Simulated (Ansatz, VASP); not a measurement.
N: VASP beside Ansatz

INCAR

```
SYSTEM = N
PREC = Accurate
ENCUT = 600
EDIFF = 1E-6
ISMEAR = 0
SIGMA = 0.1
LREAL = .FALSE.
LASPH = .TRUE.
NELM = 80
ALGO = Normal
ISIF = 3
LWAVE = .FALSE.
LCHARG = .FALSE.
GGA = PS
IBRION = 2
NSW = 100
EDIFFG = -0.01
```

Contents of KPOINTS:

```
regular mesh
0
G
  30 30 30
  0 0 0
```

File POSCAR:

```
N
1.0
    0.0000000000      1.5337594968      1.5337594968
    1.5337594968      0.0000000000      1.5337594968
    1.5337594968      1.5337594968      0.0000000000
N
1
Direct
    0.0000000000      0.0000000000      0.0000000000
```

Input for Ansatz:

```yaml
crystal:
  lattice:
    - [0.0, 1.5337594968, 1.5337594968]
    - [1.5337594968, 0.0, 1.5337594968]
    - [1.5337594968, 1.5337594968, 0.0]
  atoms:
    - { symbol: "N", position: [0.0, 0.0, 0.0] }
basis:
  ecutwfc: 420
kpoints:
  mp_grid: { grid: [30, 30, 30] }
hamiltonian:
  xc: pbesol
scf:
  occupations: { method: gaussian, width: 0.1 }
output:
  forces: true
  stress: true
  eigenvalues: true
relax:
  adjacent_minimum: "off"
  f_tol: 0.01
  max_steps: 80
  cell: { stress_tol: 0.05 }
```

Alike in both runs: task relaxation of cell and atoms; functional PBEsol; k mesh 30 × 30 × 30; occupations gaussian, width 0.1 eV; no spin polarisation.

|  | VASP | Ansatz |
| --- | --- | --- |
| version | VASP 6.6.1 | Ansatz 0.2.0 |
| potentials or method | VASP PAW PBE potentials, release 64 (N), cutoff 600 eV | scalar-relativistic, plane waves, PAW |
| valence electrons in the cell | 5 | 5 |

VASP gave:

* gap on the k mesh at the Fermi level, each at its own relaxed structure (eV): none
* relaxed volume (Å³/atom): 7.22
* relaxed cell length with the largest relative difference (Å): 2.169

Task: What did Ansatz give for the same quantities?

Result: gap on the k mesh at the Fermi level, each at its own relaxed structure (eV): none; relaxed volume (Å³/atom): 7.23; relaxed cell length with the largest relative difference (Å): 2.170.

VASP's potentials were made for PBE, not for PBEsol. A gap of «none» marks a metal or a gap that the smearing closes.

Noted on VASP's run: the relaxation stopped at its first step, so nothing moved.
